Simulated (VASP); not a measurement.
# Zr3S2 (R32) in VASP: single point with PBEsol

Aim: the single point of Zr3S2 with PBEsol.

Program: VASP 6.6.1. These are calculated values, not measurements. Logs are shortened: lines on timing, memory, paths and dates and some standing lists are left out, and cuts for length are marked.

## Step 1: The cell of the first run

It takes space group R32 (No. 155, trigonal). Conventional cell: a = 5.805 Å, b = 5.805 Å, c = 10.463 Å, α = 90.00°, β = 90.00°, γ = 120.00°. Within 3.5 Å of Zr (site symmetry 2) lie 4 S at 2.61 to 2.62 Å and 8 Zr at 3.32 to 3.49 Å. S (site symmetry 3) has 6 Zr at 2.61 to 2.62 Å and 4 S at 3.35 to 3.45 Å within 3.5 Å.

## Step 2: Single point, PBEsol

Input file POSCAR:

```
Zr3S2
1.0
    2.9025379727      1.6757810799      3.4877732718
   -2.9025379727      1.6757810799      3.4877732718
    0.0000000000     -3.3515621597      3.4877732718
Zr S
3 2
Direct
    0.8387270000      0.5000000000      0.1612730000
    0.5000000000      0.1612730000      0.8387270000
    0.1612730000      0.8387270000      0.5000000000
    0.6650230000      0.6650230000      0.6650230000
    0.3349770000      0.3349770000      0.3349770000
```

Input file INCAR.step1:

```
SYSTEM = Zr3S2
PREC     = Accurate       ! precision mode
ENCUT    = 520            ! plane-wave cutoff, eV
EDIFF    = 1E-6           ! SCF threshold, eV
ISMEAR   = -1             ! smearing method
SIGMA    = 0.05           ! smearing width, eV
LREAL    = .FALSE.        ! projectors in reciprocal space
LASPH    = .TRUE.         ! aspherical terms in the spheres
NELM     = 80             ! most SCF steps
ALGO     = Normal         ! electronic algorithm
ISIF     = 2              ! what is computed and relaxed
LWAVE    = .FALSE.        ! write WAVECAR
LCHARG   = .TRUE.         ! write CHGCAR
LMAXMIX  = 4              ! l up to which the mixer works
GGA      = PS             ! functional
NBANDS   = 32             ! bands
```

Input file KPOINTS.step1:

```
Automatic mesh
0
G
  6 6 6
  0 0 0
```

Input file INCAR.step2:

```
SYSTEM = Zr3S2
PREC     = Accurate       ! precision mode
ENCUT    = 520            ! plane-wave cutoff, eV
EDIFF    = 1E-6           ! SCF threshold, eV
ISMEAR   = -5             ! smearing method
SIGMA    = 0.05           ! smearing width, eV
LREAL    = .FALSE.        ! projectors in reciprocal space
LASPH    = .TRUE.         ! aspherical terms in the spheres
NELM     = 80             ! most SCF steps
ALGO     = Normal         ! electronic algorithm
ISIF     = 2              ! what is computed and relaxed
LWAVE    = .FALSE.        ! write WAVECAR
LCHARG   = .FALSE.        ! write CHGCAR
LMAXMIX  = 4              ! l up to which the mixer works
GGA      = PS             ! functional
LORBIT   = 11             ! projections on sites
NBANDS   = 32             ! bands
NEDOS    = 1001           ! points of the DOS
ICHARG   = 11             ! starting density
```

Input file KPOINTS.step2:

```
Automatic mesh
0
G
  9 9 9
  0 0 0
```

Potentials or basis: VASP PAW PBE potentials, release 64 (Zr_sv, S).

The run is started by

```
cat potpaw_PBE.64/Zr_sv/POTCAR potpaw_PBE.64/S/POTCAR > POTCAR
cp INCAR.step1 INCAR
cp KPOINTS.step1 KPOINTS
mpirun -np 1 vasp_std > vasp.out
cp INCAR.step2 INCAR
cp KPOINTS.step2 KPOINTS
mpirun -np 1 vasp_std > vasp.out
```

OUTCAR:

```text
SYSTEM = Zr3S2
   PREC = Accurate
   ENCUT = 520
   EDIFF = 1E-6
   ISMEAR = -5
   LREAL = .FALSE.
   LASPH = .TRUE.
   NELM = 80
   ISIF = 2
   GGA = PS
   LORBIT = 11
   ICHARG = 11

 ion  position               nearest neighbor table
   1  0.839  0.500  0.161-   4 2.61   5 2.61   4 2.62   5 2.62   3 3.32   3 3.32   2 3.32   2 3.32
                             2 3.41   3 3.41   3 3.49   2 3.49
   2  0.500  0.161  0.839-   5 2.61   4 2.61   5 2.62   4 2.62   3 3.32   3 3.32   1 3.32   1 3.32
                             1 3.41   3 3.41   3 3.49   1 3.49
   3  0.161  0.839  0.500-   4 2.61   5 2.61   4 2.62   5 2.62   2 3.32   1 3.32   1 3.32   2 3.32
                             1 3.41   2 3.41   1 3.49   2 3.49
   4  0.665  0.665  0.665-   1 2.61   2 2.61   3 2.61   1 2.62   3 2.62   2 2.62
   5  0.335  0.335  0.335-   2 2.61   1 2.61   3 2.61   2 2.62   3 2.62   1 2.62

  LATTYP: Found a trigonal (rhomboedric) cell.
 ALAT       =     4.8370994724
 COS(alpha) =     0.2798619160

  Lattice vectors:

 A1 = (   2.9025379727,   1.6757810799,   3.4877732718)
 A2 = (  -2.9025379727,   1.6757810799,   3.4877732718)
 A3 = (   0.0000000000,  -3.3515621597,   3.4877732718)

Analysis of symmetry for initial positions (statically):
=====================================================================
 Subroutine PRICEL returns:
 Original cell was already a primitive cell.

 Routine SETGRP: Setting up the symmetry group for a
 trigonal (rhombohedral) supercell.

 Subroutine GETGRP returns: Found  6 space group operations
 (whereof  6 operations were pure point group operations)
 out of a pool of 12 trial point group operations.

The static configuration has the point symmetry D_3 .

Analysis of symmetry for dynamics (positions and initial velocities):
=====================================================================
 Subroutine PRICEL returns:
 Original cell was already a primitive cell.

 Routine SETGRP: Setting up the symmetry group for a
 trigonal (rhombohedral) supercell.

 Subroutine GETGRP returns: Found  6 space group operations
 (whereof  6 operations were pure point group operations)
 out of a pool of 12 trial point group operations.

The dynamic configuration has the point symmetry D_3 .

 Subroutine INISYM returns: Found  6 space group operations
 (whereof  6 operations are pure point group operations),
 and found     1 'primitive' translations

----------------------------------------------------------------------------------------

                                     Primitive cell

  volume of cell :     101.7876

  direct lattice vectors                    reciprocal lattice vectors
     2.902537973  1.675781080  3.487773272     0.172263035  0.099456110  0.095571962
    -2.902537973  1.675781080  3.487773272    -0.172263035  0.099456110  0.095571962
     0.000000000 -3.351562160  3.487773272     0.000000000 -0.198912219  0.095571962

  length of vectors
     4.837099472  4.837099472  4.837099472     0.220680925  0.220680925  0.220680925

  position of ions in fractional coordinates (direct lattice)
     0.838727000  0.500000000  0.161273000
     0.500000000  0.161273000  0.838727000
     0.161273000  0.838727000  0.500000000
     0.665023000  0.665023000  0.665023000
     0.334977000  0.334977000  0.334977000

  ion indices of the primitive-cell ions
   primitive index   ion index
                 1           1
                 2           2
                 3           3
                 4           4
                 5           5

----------------------------------------------------------------------------------------

 KPOINTS: Automatic mesh

Automatic generation of k-mesh.
 Grid dimensions read from file:
 generate k-points for:    9    9    9

 Generating k-lattice:

  Cartesian coordinates                     Fractional coordinates (reciprocal lattice)
     0.019140337  0.011050679  0.010619107     0.111111111  0.000000000  0.000000000
    -0.019140337  0.011050679  0.010619107     0.000000000  0.111111111  0.000000000
     0.000000000 -0.022101358  0.010619107    -0.000000000 -0.000000000  0.111111111

  Length of vectors
     0.024520103  0.024520103  0.024520103

  Shift w.r.t. Gamma in fractional coordinates (k-lattice)
     0.000000000  0.000000000  0.000000000

 TETIRR: Found    369 inequivalent tetrahedra from     4374

 Subroutine IBZKPT returns following result:
 ===========================================

 Found     85 irreducible k-points:

 Following reciprocal coordinates:
            Coordinates               Weight
  0.000000  0.000000  0.000000      1.000000
  0.111111 -0.000000  0.000000      6.000000
  0.222222 -0.000000 -0.000000      6.000000
  0.333333 -0.000000 -0.000000      6.000000
  0.444444 -0.000000 -0.000000      6.000000
  0.111111  0.111111  0.000000      6.000000
[... 16 lines left out ...]
 -0.333333  0.333333  0.000000      6.000000
  0.444444  0.444444 -0.000000      6.000000
 [... further k-points ...]
   k-points           NKPTS =     85   k-points in BZ     NKDIM =     85   number of bands    NBANDS=     32
   number of dos      NEDOS =   1001   number of ions     NIONS =      5
   total plane-waves  NPLWV =  46656
   dimension x,y,z NGX =    36 NGY =   36 NGZ =   36
   dimension x,y,z NGXF=    72 NGYF=   72 NGZF=   72
   ions per type =               3   2
   NGX,Y,Z   is equivalent  to a cutoff of  12.37, 12.37, 12.37 a.u.
   NGXF,Y,Z  is equivalent  to a cutoff of  24.75, 24.75, 24.75 a.u.
 SYSTEM =  Zr3S2
   PREC   = accura    normal or accurate (medium, high low for compatibility)
   ISTART =      0    job   : 0-new  1-cont  2-samecut
   ICHARG =     11    charge: 1-file 2-atom 10-const
   ISPIN  =      1    spin polarized calculation?
   LNONCOLLINEAR =      F non collinear calculations
   LSORBIT =      F    spin-orbit coupling
   LASPH  =      T    aspherical Exc in radial PAW
   ENCUT  =  520.0 eV  38.22 Ry    6.18 a.u.   8.99  8.99  8.99*2*pi/ulx,y,z
   NELM   =     80;   NELMIN=  2; NELMDL=  0     # of ELM steps
   EDIFF  = 0.1E-05   stopping-criterion for ELM
   LREAL  =      F    real-space projection
   EDIFFG = 0.1E-04   stopping-criterion for IOM
   NSW    =      0    number of steps for IOM
   IBRION =     -1    ionic relax: 0-MD 1-quasi-New 2-CG
   NFREE  =      0    steps in history (QN), initial steepest desc. (CG)
   ISIF   =      2    stress and relaxation
   ISYM   =      2    0-nonsym 1-usesym 2-fastsym
   POTIM  = 0.5000    time-step for ionic-motion
   TEBEG  =    0.0;   TEEND  =   0.0 temperature during run
   PSTRESS=    0.0 pullay stress
   NELECT =      48.0000    total number of electrons
   NUPDOWN=      -1.0000    fix difference up-down
   EMIN   =  10.00;   EMAX   =-10.00  energy-range for DOS
   EFERMI =   0.00;   METHOD = LEGACY
   ISMEAR =    -5;   SIGMA  =   0.05  broadening in eV -4-tet -1-fermi 0-gaus
   EFERMI_NEDOS =   21; number of points for ismear=-14 and -15
   IALGO  =     38    algorithm
   IMIX   =      4    mixing-type and parameters
     AMIX     =   0.40;   BMIX     =  1.00
     AMIX_MAG =   1.60;   BMIX_MAG =  1.00
  volume/ion in A,a.u.               =      20.36       137.38
  Fermi-wavevector in a.u.,A,eV,Ry     =   1.274257  2.407996 22.092199  1.623731
  Thomas-Fermi vector in A             =   2.407035
   LORBIT       =     11    0 simple, 1 ext, 2 COOP (PROOUT), +10 PAW based schemes
   GGA     = PS    functional components
   LHFCALC =     F    Hartree Fock is set to
   AEXX    =    0.0000 exact exchange contribution
   IVDW    =     0    specifies the selected vdW correction
   LEPSILON=     F    determine dielectric tensor
   LRPA    =     F    only Hartree local field effects (RPA)
 non-spin polarized calculation
 Fermi weights with tetrahedron method with Bloechl corrections
  energy-cutoff  :      520.00
  volume of cell :      101.79
 maximum number of plane-waves:      2767

 number of electron      47.9999998 magnetization

 Free energy of the ion-electron system (eV)
  ---------------------------------------------------
  ext. energy  EPLUGINS =         0.00000000
  ---------------------------------------------------
  free energy    TOTEN  =       -41.87152334 eV

  energy without entropy =      -41.87152334  energy(sigma->0) =      -41.87152334

 E-fermi :   8.7548     XC(G=0): -11.0428

 val. band max:        8.7790439127   @ k =   0.3333   0.3333   0.2222
 cond. band min:       8.7199659381   @ k =   0.4444   0.1111  -0.0000
 fundamental gap:     -0.0590779747
 Fermi energy:         8.7547953677

 k-point     1 :       0.0000    0.0000    0.0000
  band No.  band energies     occupation
      1     -40.2520      2.00000
      2     -40.1728      2.00000
      3     -40.1728      2.00000
      4     -18.4455      2.00000
      5     -18.4455      2.00000
      6     -18.4404      2.00000
[... 24 lines left out ...]
     31      12.0215      0.00000
     32      12.1933      0.00000

 k-point     2 :       0.1111   -0.0000    0.0000
  band No.  band energies     occupation
      1     -40.2494      2.00000
      2     -40.1761      2.00000
      3     -40.1722      2.00000
      4     -18.4833      2.00000
      5     -18.4649      2.00000
      6     -18.4483      2.00000
[... 24 lines left out ...]
     31      12.1539      0.00000
     32      12.3330      0.00000
[... 733 lines left out ...]
     31      11.7187      0.00000
     32      11.7666      0.00000

 k-point    24 :       0.4444    0.4444   -0.0000
  band No.  band energies     occupation
      1     -40.2097      2.00000
      2     -40.1946      2.00000
      3     -40.1924      2.00000
      4     -18.6354      2.00000
      5     -18.5241      2.00000
      6     -18.4654      2.00000
[... 24 lines left out ...]
     31      11.8746      0.00000
     32      12.0790      0.00000

 [... further k-points ...]

------------------------ aborting loop because EDIFF is reached ----------------------------------------

  FORCE on cell =-STRESS in cart. coord.  units (eV):
  Direction    XX          YY          ZZ          XY          YZ          ZX
  --------------------------------------------------------------------------------------
  -------------------------------------------------------------------------------------
  Total       -3.1724577     -3.1724577     -3.1876411      0.0000000     -0.0000000      0.0000000
  in kB      -49.9357686    -49.9357686    -50.1747603      0.0000000     -0.0000000      0.0000000
  external PRESSURE =     -50.0154325 kB  Pullay stress =       0.0000000 kB

 VOLUME and BASIS-vectors are now :
 -----------------------------------------------------------------------------
  energy-cutoff  :      520.00
  volume of cell :      101.79
      direct lattice vectors                 reciprocal lattice vectors
     2.902537973  1.675781080  3.487773272     0.172263035  0.099456110  0.095571962
    -2.902537973  1.675781080  3.487773272    -0.172263035  0.099456110  0.095571962
     0.000000000 -3.351562160  3.487773272     0.000000000 -0.198912219  0.095571962

 POSITION                                       TOTAL-FORCE (eV/Angst)
 -----------------------------------------------------------------------------------
      0.98317      1.70290      5.23166        -0.066070     -0.114437      0.000000
      0.98317     -1.70290      5.23166        -0.066070      0.114437      0.000000
     -1.96634      0.00000      5.23166         0.132140      0.000000      0.000000
      0.00000      0.00000      6.95835         0.000000     -0.000000     -0.018391
      0.00000      0.00000      3.50497         0.000000      0.000000      0.018391
 -----------------------------------------------------------------------------------
    total drift:                               -0.000000     -0.000000      0.000000

  FREE ENERGIE OF THE ION-ELECTRON SYSTEM (eV)
  ---------------------------------------------------
  free  energy   TOTEN  =       -41.8715233410 eV

  energy  without entropy=      -41.8715233410  energy(sigma->0) =      -41.87152334

 total charge

# of ion       s       p       d       tot
------------------------------------------
    1        2.162   5.971   1.664   9.797
    2        2.162   5.971   1.664   9.797
    3        2.162   5.971   1.664   9.797
    4        1.307   2.427   0.000   3.734
    5        1.307   2.427   0.000   3.734
--------------------------------------------------
tot          9.100  22.767   4.991  36.858
```

Wall time 4 min (1 thread of Intel Xeon Platinum 8375C at 2.90GHz (Ice Lake), shared host); peak memory 0.33 GiB.

Results:

| Item | Value |
| --- | --- |
| Valence electrons inside the program's atomic spheres | Zr 9.80; S 3.73 |

Levels at points of the mesh, in eV from the Fermi level:
```
           k point  band 20  band 21  band 22  band 23  band 24  band 25  band 26  band 27  band 28  band 29
(0.00, 0.00, 0.00)    -4.06    -2.60    -1.84     0.10     0.10     0.69     0.69     2.01     2.74     2.74
```

Caveat: the PAW data sets were made with another functional, which shifts forces and pressure a little.
